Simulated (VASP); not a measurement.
Set up this calculation in VASP 6.6.1, as the native input.

- Task: single point
- Functional: PBE
- Potentials or basis: VASP PAW PBE potentials, release 64 (Ca_sv, O)
- Cutoff: 520 eV
- k mesh: 2 × 2 × 2
- Occupations: fermi-dirac, width 0.146 eV
- Spin: no spin polarisation
- Dipole correction: no
- Further INCAR settings: LREAL = Auto; ALGO = Normal; EDIFF = 1e-06; NBANDS = 114

The structure of CaO lies in POSCAR:

```
CaO
1.0
    5.8064179366      0.0000000000      0.0000000000
    0.0000000000      5.8064179366      0.0000000000
    0.0000000000      0.0000000000      8.7096269049
Ca O
12 12
Direct
   -0.0445198749     -0.0352511656      0.0129638159
   -0.0423884403     -0.0609410146      0.3283094708
    0.0015098810      0.0561261700      0.6766520615
    0.0208538209      0.4659428635     -0.0046833235
   -0.0082768758      0.4665034501      0.3545557156
    0.0435769527      0.5638111200      0.6813053033
    0.4199165521      0.0085357273     -0.0130735795
    0.4455218395      0.0598303470      0.3447641366
    0.5192103002      0.0200841554      0.6601286212
    0.5480897233      0.4999588441      0.0089711076
    0.5091829476      0.5547564841      0.3472126915
    0.5424346016      0.5204668408      0.6704232068
    0.2153532546      0.2551354408      0.1909442297
    0.2990006953      0.2617310735      0.5467716415
    0.2491961508      0.2537094326      0.8631814063
    0.2766202877      0.7657772914      0.1756388668
    0.2495833086      0.7380199026      0.5243803265
    0.1572706288      0.7855407671      0.8343046240
    0.7037180314      0.0771050250      0.1624128123
    0.7401373871      0.2338042171      0.4800567287
    0.7222647501      0.3258399620      0.8288413590
    0.8150661994      0.6525880571      0.1574833245
    0.7388844632      0.7488195041      0.4991219541
    0.6931113199      0.7689744432      0.8462928528
```

The input as run:

INCAR

```
ALGO = Normal ; EDIFF = 1E-6
ENCUT = 520 ; GGA = PE
ISIF = 2 ; ISMEAR = -1
LASPH = T ; LCHARG = F
LREAL = Auto ; LWAVE = F
NBANDS = 114 ; NELM = 80
PREC = Accurate ; SIGMA = 0.146
```

KPOINTS

```
k-points
0
Gamma
  2 2 2
```

Potentials or basis: VASP PAW PBE potentials, release 64 (Ca_sv, O).

Command:

```bash
$ cat potpaw_PBE.64/Ca_sv/POTCAR potpaw_PBE.64/O/POTCAR > POTCAR
$ mpirun -np 1 vasp_std > vasp.out
```

It gave:

```json
{
  "Pressure": "17.3 GPa",
  "Largest force": "3.784 eV/Å",
  "Band gap on the k mesh": "3.47 eV (least direct gap 3.49 eV)"
}
```

Caveat: the k points lie up to 0.54 Å⁻¹ apart; the atoms stand as in a frame of molecular dynamics; the structure was generated, so it needn't be the stable form of CaO; forces of over 1 eV/Å act on the atoms, so gaps and moduli don't describe the material at rest.

Wall time 8.7 min on 1 thread of Intel(R) Xeon(R) Platinum 8488C (Sapphire Rapids), on a shared host, peak memory 0.49 GiB.
